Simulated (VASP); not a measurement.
Runs of VASP 6.6.1 on SnS2. The structure is trigonal, space group P-3m1 (No. 164). Conventional cell: a = 3.674 Å, b = 3.674 Å, c = 6.229 Å, α = 90.00°, β = 90.00°, γ = 120.00°. Within 3.4 Å of Sn (site symmetry -3m) lie 6 S at 2.58 Å. S (site symmetry 3m) has 3 Sn at 2.58 Å within 3.4 Å. 

| task | spin | cell | k mesh | cutoff (eV) | smearing | gap on the mesh (eV) | pressure (GPa) | largest force (eV/Å) |
| --- | --- | --- | --- | --- | --- | --- | --- | --- |
| single point | off | as given | 6 × 6 × 4 | 500 | gaussian 0.1 eV | 1.60 | 2.1 | 0.23 |
| relaxation of the atoms | off | atoms relaxed | 4 × 4 × 2 | 450 | gaussian 0.1 eV | 1.56 | 1.5 | - |
| single point | off | as given | 3 × 2 × 5 | 500 | gaussian 0.01 eV | 1.65 | 3.9 | (b) |
| single point | off | as given | 3 × 3 × 2 | 500 | gaussian 0.1 eV | (a) | 3.1 | 0.12 |
| single point | collinear, zero start | as given | 6 × 6 × 4 | 500 | gaussian 0.1 eV | 1.60 | 2.1 | 0.23 |

Alike in all rows: level PBE; potentials or basis VASP PAW PBE potentials, release 64 (Sn_d, S).

Q: Estimate the missing entries.

A: (a) 2.13; (b) 0.32.

Caveats: some runs use coarse meshes; spin-orbit coupling is left out, which moves the levels of the heavy elements; this functional lacks dispersion, which binds the layers, so the pressure and a relaxed spacing across them are unreliable; the relaxation stopped at a loose force limit of 0.06 eV/Å, so its end isn't a converged minimum (some runs).

A k mesh can miss the band edges, and the runs leave out spin-orbit coupling on Sn.
